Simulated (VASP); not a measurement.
# TiSn (Fm-3m) in VASP: a series of runs

TiSn is run at these levels: B3LYP, PBE+D3(BJ), PBE+D4; tasks: single point.

Everything below comes from runs of VASP 6.6.1. Logs are shortened: lines on timing, memory, paths and dates and some standing lists are left out, and cuts for length are marked.

## Step 1: The cell of the first run

The structure is cubic, space group Fm-3m (No. 225). The conventional cell has a = 5.601 Å, b = 5.601 Å, c = 5.601 Å, α = 90.00°, β = 90.00°, γ = 90.00°. Within 3.7 Å of Ti (site symmetry m-3m) lie 6 Sn at 2.80 Å. Within 3.7 Å of Sn (site symmetry m-3m) lie 6 Ti at 2.80 Å.

## Step 2: Single point, B3LYP

POSCAR

```
TiSn
1.0
    0.0000000000      2.8005500000      2.8005500000
    2.8005500000      0.0000000000      2.8005500000
    2.8005500000      2.8005500000      0.0000000000
Ti Sn
1 1
Direct
    0.0000000000      0.0000000000      0.0000000000
    0.5000000000      0.5000000000      0.5000000000
```

INCAR.step1

```
SYSTEM = TiSn
PREC = Accurate ; ENCUT = 520
EDIFF = 1E-5 ; ISMEAR = -1
SIGMA = 0.05 ; LREAL = .False.
LASPH = .True. ; NELM = 80
ALGO = Normal ; ISIF = 2
LWAVE = .True. ; LCHARG = .False.
GGA = PE ; NBANDS = 20
```

INCAR.step2

```
SYSTEM = TiSn
PREC = Accurate ; ENCUT = 520
EDIFF = 1E-6 ; ISMEAR = -1
SIGMA = 0.05 ; LREAL = .False.
LASPH = .True. ; NELM = 80
ALGO = Normal ; ISIF = 2
LWAVE = .False. ; LCHARG = .False.
GGA = B3 ; LHFCALC = .True.
AEXX = 0.2 ; AGGAX = 0.72
AGGAC = 0.81 ; ALDAC = 0.19
PRECFOCK = Normal ; ISTART = 1
NBANDS = 20
```

KPOINTS

```
regular mesh
0
Gamma
  4 4 4
  0 0 0
```

Potentials or basis: VASP PAW PBE potentials, release 64 (Ti_sv, Sn_d).

Run with:

```console
> cat potpaw_PBE.64/Ti_sv/POTCAR potpaw_PBE.64/Sn_d/POTCAR > POTCAR
> cp INCAR.step1 INCAR
> mpirun -np 1 vasp_std > vasp.out
> cp INCAR.step2 INCAR
> mpirun -np 1 vasp_std > vasp.out
```

OUTCAR:

```text
SYSTEM = TiSn
   PREC = Accurate
   ENCUT = 520
   EDIFF = 1E-6
   ISMEAR = -1
   LREAL = .False.
   LASPH = .True.
   NELM = 80
   ISIF = 2
   GGA = B3
   LHFCALC = .True.
   AEXX = 0.2
   PRECFOCK = Normal
   ISTART = 1

 ion  position               nearest neighbor table
   1  0.000  0.000  0.000-   2 2.80   2 2.80   2 2.80   2 2.80   2 2.80   2 2.80
   2  0.500  0.500  0.500-   1 2.80   1 2.80   1 2.80   1 2.80   1 2.80   1 2.80

  LATTYP: Found a face centered cubic cell.
 ALAT       =     5.6011000000

  Lattice vectors:

 A1 = (   0.0000000000,   2.8005500000,   2.8005500000)
 A2 = (   2.8005500000,   0.0000000000,   2.8005500000)
 A3 = (   2.8005500000,   2.8005500000,   0.0000000000)

Analysis of symmetry for initial positions (statically):
=====================================================================
 Subroutine PRICEL returns:
 Original cell was already a primitive cell.

 Routine SETGRP: Setting up the symmetry group for a
 face centered cubic supercell.

 Subroutine GETGRP returns: Found 48 space group operations
 (whereof 48 operations were pure point group operations)
 out of a pool of 48 trial point group operations.

The static configuration has the point symmetry O_h .

Analysis of symmetry for dynamics (positions and initial velocities):
=====================================================================
 Subroutine PRICEL returns:
 Original cell was already a primitive cell.

 Routine SETGRP: Setting up the symmetry group for a
 face centered cubic supercell.

 Subroutine GETGRP returns: Found 48 space group operations
 (whereof 48 operations were pure point group operations)
 out of a pool of 48 trial point group operations.

The dynamic configuration has the point symmetry O_h .

 Subroutine INISYM returns: Found 48 space group operations
 (whereof 48 operations are pure point group operations),
 and found     1 'primitive' translations

----------------------------------------------------------------------------------------

                                     Primitive cell

  volume of cell :      43.9299

  direct lattice vectors                    reciprocal lattice vectors
     0.000000000  2.800550000  2.800550000    -0.178536359  0.178536359  0.178536359
     2.800550000  0.000000000  2.800550000     0.178536359 -0.178536359  0.178536359
     2.800550000  2.800550000  0.000000000     0.178536359  0.178536359 -0.178536359

  length of vectors
     3.960575792  3.960575792  3.960575792     0.309234045  0.309234045  0.309234045

  position of ions in fractional coordinates (direct lattice)
     0.000000000  0.000000000  0.000000000
     0.500000000  0.500000000  0.500000000

  ion indices of the primitive-cell ions
   primitive index   ion index
                 1           1
                 2           2

----------------------------------------------------------------------------------------

 KPOINTS: regular mesh

Automatic generation of k-mesh.
 Grid dimensions read from file:
 generate k-points for:    4    4    4

 Generating k-lattice:

  Cartesian coordinates                     Fractional coordinates (reciprocal lattice)
    -0.044634090  0.044634090  0.044634090     0.250000000  0.000000000  0.000000000
     0.044634090 -0.044634090  0.044634090     0.000000000  0.250000000  0.000000000
     0.044634090  0.044634090 -0.044634090     0.000000000  0.000000000  0.250000000

  Length of vectors
     0.077308511  0.077308511  0.077308511

  Shift w.r.t. Gamma in fractional coordinates (k-lattice)
     0.000000000  0.000000000  0.000000000

 Subroutine IBZKPT returns following result:
 ===========================================

 Found      8 irreducible k-points:

 Following reciprocal coordinates:
            Coordinates               Weight
  0.000000  0.000000  0.000000      1.000000
  0.250000  0.000000  0.000000      8.000000
  0.500000  0.000000  0.000000      4.000000
  0.250000  0.250000  0.000000      6.000000
  0.500000  0.250000  0.000000     24.000000
 -0.250000  0.250000  0.000000     12.000000
  0.500000  0.500000  0.000000      3.000000
 -0.250000  0.500000  0.250000      6.000000
   k-points           NKPTS =      8   k-points in BZ     NKDIM =     64   number of bands    NBANDS=     20
   number of dos      NEDOS =    301   number of ions     NIONS =      2
   total plane-waves  NPLWV =  27000
   dimension x,y,z NGX =    30 NGY =   30 NGZ =   30
   dimension x,y,z NGXF=    60 NGYF=   60 NGZF=   60
   ions per type =               1   1
   NGX,Y,Z   is equivalent  to a cutoff of  12.59, 12.59, 12.59 a.u.
   NGXF,Y,Z  is equivalent  to a cutoff of  25.19, 25.19, 25.19 a.u.
 SYSTEM =  TiSn
   PREC   = accura    normal or accurate (medium, high low for compatibility)
   ISTART =      1    job   : 0-new  1-cont  2-samecut
   ICHARG =      0    charge: 1-file 2-atom 10-const
   ISPIN  =      1    spin polarized calculation?
   LNONCOLLINEAR =      F non collinear calculations
   LSORBIT =      F    spin-orbit coupling
   LASPH  =      T    aspherical Exc in radial PAW
   ENCUT  =  520.0 eV  38.22 Ry    6.18 a.u.   7.36  7.36  7.36*2*pi/ulx,y,z
   NELM   =     80;   NELMIN=  2; NELMDL=  0     # of ELM steps
   EDIFF  = 0.1E-05   stopping-criterion for ELM
   LREAL  =      F    real-space projection
   EDIFFG = 0.1E-04   stopping-criterion for IOM
   NSW    =      0    number of steps for IOM
   IBRION =     -1    ionic relax: 0-MD 1-quasi-New 2-CG
   NFREE  =      0    steps in history (QN), initial steepest desc. (CG)
   ISIF   =      2    stress and relaxation
   ISYM   =      3    0-nonsym 1-usesym 2-fastsym
   POTIM  = 0.5000    time-step for ionic-motion
   TEBEG  =    0.0;   TEEND  =   0.0 temperature during run
   PSTRESS=    0.0 pullay stress
   NELECT =      26.0000    total number of electrons
   NUPDOWN=      -1.0000    fix difference up-down
   EMIN   =  10.00;   EMAX   =-10.00  energy-range for DOS
   EFERMI =   0.00;   METHOD = LEGACY
   ISMEAR =    -1;   SIGMA  =   0.05  broadening in eV -4-tet -1-fermi 0-gaus
   EFERMI_NEDOS =   21; number of points for ismear=-14 and -15
   IALGO  =     38    algorithm
   IMIX   =      1    mixing-type and parameters
     AMIX     =   0.40;   BMIX     =  1.00
     AMIX_MAG =   1.60;   BMIX_MAG =  1.00
  volume/ion in A,a.u.               =      21.96       148.23
  Fermi-wavevector in a.u.,A,eV,Ry     =   1.374504  2.597436 25.704953  1.889261
  Thomas-Fermi vector in A             =   2.499924
   LORBIT       =      0    0 simple, 1 ext, 2 COOP (PROOUT), +10 PAW based schemes
   GGA     = B3    functional components
   LHFCALC =     T    Hartree Fock is set to
   PRECFOCK=normal    Normal, Fast or Accurate (Low or Medium for compatibility)
   ENCUT4O =  -1.0   cutoff for four orbital integrals eV
   NKREDX  =     1    reduce k-point grid by
   NKREDY  =     1    reduce k-point grid by
   NKREDZ  =     1    reduce k-point grid by
   AEXX    =    0.2000 exact exchange contribution
   HFSCREEN=    0.0000 screening length (either q_TF or 0.3 A-1)
   HFSCREENC=   0.0000 screening length for correlation (either q_TF or 0.3 A-1)
   ENCUTFOCK=  -1.0 apply spherical cutoff to Coloumb kernel
   IVDW    =     0    specifies the selected vdW correction
   LEPSILON=     F    determine dielectric tensor
   LRPA    =     F    only Hartree local field effects (RPA)
 non-spin polarized calculation
  energy-cutoff  :      520.00
  volume of cell :       43.93
 maximum number of plane-waves:      1243
 NGX is ok and might be reduce to    30
  NGX = 24; NGY = 24; NGZ = 24

 number of electron      26.0000014 magnetization

 Free energy of the ion-electron system (eV)
  ---------------------------------------------------
  ext. energy  EPLUGINS =         0.00000000
  ---------------------------------------------------
  free energy    TOTEN  =       -13.24357051 eV

  energy without entropy =      -13.24331195  energy(sigma->0) =      -13.24344123

 E-fermi :   8.4911     XC(G=0):  -8.6107

 val. band max:        8.1395639199   @ k =   0.2500   0.2500   0.0000
 cond. band min:       8.8076935880   @ k =   0.5000   0.5000   0.0000
 fundamental gap:      0.6681296682
 Fermi energy:         8.4910950602

 k-point     1 :       0.0000    0.0000    0.0000
  band No.  band energies     occupation
      1     -52.9366      2.00000
      2     -28.0454      2.00000
      3     -28.0454      2.00000
      4     -28.0454      2.00000
      5     -14.5572      2.00000
      6     -14.5572      2.00000
[... 12 lines left out ...]
     19      17.4234      0.00000
     20      18.0093      0.00000

 k-point     2 :       0.2500    0.0000    0.0000
  band No.  band energies     occupation
      1     -52.9350      2.00000
      2     -28.0681      2.00000
      3     -28.0501      2.00000
      4     -28.0501      2.00000
      5     -14.5406      2.00000
      6     -14.5406      2.00000
[... 12 lines left out ...]
     19      16.1523      0.00000
     20      18.2887      0.00000

 k-point     3 :       0.5000    0.0000    0.0000
  band No.  band energies     occupation
      1     -52.9333      2.00000
      2     -28.0914      2.00000
      3     -28.0550      2.00000
      4     -28.0550      2.00000
      5     -14.5264      2.00000
      6     -14.5264      2.00000
[... 12 lines left out ...]
     19      15.5951      0.00000
     20      16.1307      0.00000

 k-point     4 :       0.2500    0.2500    0.0000
  band No.  band energies     occupation
      1     -52.9344      2.00000
      2     -28.0689      2.00000
      3     -28.0539      2.00000
      4     -28.0539      2.00000
      5     -14.5460      2.00000
      6     -14.5404      2.00000
[... 12 lines left out ...]
     19      15.3414      0.00000
     20      17.1622      0.00000

 k-point     5 :       0.5000    0.2500    0.0000
  band No.  band energies     occupation
      1     -52.9327      2.00000
      2     -28.0841      2.00000
      3     -28.0655      2.00000
      4     -28.0589      2.00000
      5     -14.5426      2.00000
      6     -14.5291      2.00000
[... 12 lines left out ...]
     19      15.2757      0.00000
     20      18.4912      0.00000

 k-point     6 :      -0.2500    0.2500    0.0000
  band No.  band energies     occupation
      1     -52.9333      2.00000
      2     -28.0786      2.00000
      3     -28.0658      2.00000
      4     -28.0552      2.00000
      5     -14.5432      2.00000
      6     -14.5219      2.00000
[... 12 lines left out ...]
     19      15.6194      0.00000
     20      18.5978      0.00000

 k-point     7 :       0.5000    0.5000    0.0000
  band No.  band energies     occupation
      1     -52.9322      2.00000
      2     -28.0890      2.00000
      3     -28.0630      2.00000
      4     -28.0630      2.00000
      5     -14.5609      2.00000
      6     -14.5349      2.00000
[... 12 lines left out ...]
     19      13.7436      0.00000
     20      17.0758      0.00000

 k-point     8 :      -0.2500    0.5000    0.2500
  band No.  band energies     occupation
      1     -52.9322      2.00000
      2     -28.0767      2.00000
      3     -28.0767      2.00000
      4     -28.0647      2.00000
      5     -14.5543      2.00000
      6     -14.5222      2.00000
[... 12 lines left out ...]
     19      18.4778      0.00000
     20      18.5397      0.00000

------------------------ aborting loop because EDIFF is reached ----------------------------------------

  FORCE on cell =-STRESS in cart. coord.  units (eV):
  Direction    XX          YY          ZZ          XY          YZ          ZX
  --------------------------------------------------------------------------------------
  -------------------------------------------------------------------------------------
  Total        0.1705097      0.1705097      0.1705097      0.0000000      0.0000000     -0.0000000
  in kB        6.2187010      6.2187010      6.2187010      0.0000000      0.0000000     -0.0000000
  external PRESSURE =       6.2187010 kB  Pullay stress =       0.0000000 kB

 VOLUME and BASIS-vectors are now :
 -----------------------------------------------------------------------------
  energy-cutoff  :      520.00
  volume of cell :       43.93
      direct lattice vectors                 reciprocal lattice vectors
     0.000000000  2.800550000  2.800550000    -0.178536359  0.178536359  0.178536359
     2.800550000  0.000000000  2.800550000     0.178536359 -0.178536359  0.178536359
     2.800550000  2.800550000  0.000000000     0.178536359  0.178536359 -0.178536359

 POSITION                                       TOTAL-FORCE (eV/Angst)
 -----------------------------------------------------------------------------------
      0.00000      0.00000      0.00000         0.000000      0.000000     -0.000000
      2.80055      2.80055      2.80055        -0.000000     -0.000000      0.000000
 -----------------------------------------------------------------------------------
    total drift:                               -0.000003     -0.000001     -0.000000

  FREE ENERGIE OF THE ION-ELECTRON SYSTEM (eV)
  ---------------------------------------------------
  free  energy   TOTEN  =       -13.2435705093 eV

  energy  without entropy=      -13.2433119490  energy(sigma->0) =      -13.24344123
```

Run time: 16 min. Hardware: 1 thread of Intel Xeon Platinum 8375C at 2.90GHz (Ice Lake), shared host; peak memory 0.17 GiB.

Results:

```
Free energy            : -13.2436 eV
Pressure               : 0.6 GPa
Band gap on the k mesh : zero (bands 13 and 14 overlap by 1.01 eV)
```

Levels at points of the mesh, in eV from the Fermi level:
```csv
k point,band 11,band 12,band 13,band 14,band 15,band 16
"(0.00, 0.00, 0.00)",0.52,0.52,0.66,0.66,0.66,3.68
"(0.50, 0.00, 0.00)",-5.49,-2.23,-2.23,1.74,1.74,2.28
"(0.50, 0.50, 0.00)",-4.12,-1.10,0.32,0.32,1.04,2.17
```

Caveat: the k points lie up to 0.49 Å⁻¹ apart, too coarse for converged energies and pressures of a metal; the PAW data sets were made with another functional, which shifts forces and pressure a little; spin-orbit coupling is left out, which moves the levels of the heavy elements.

(Part 1 of 2 ends here.)
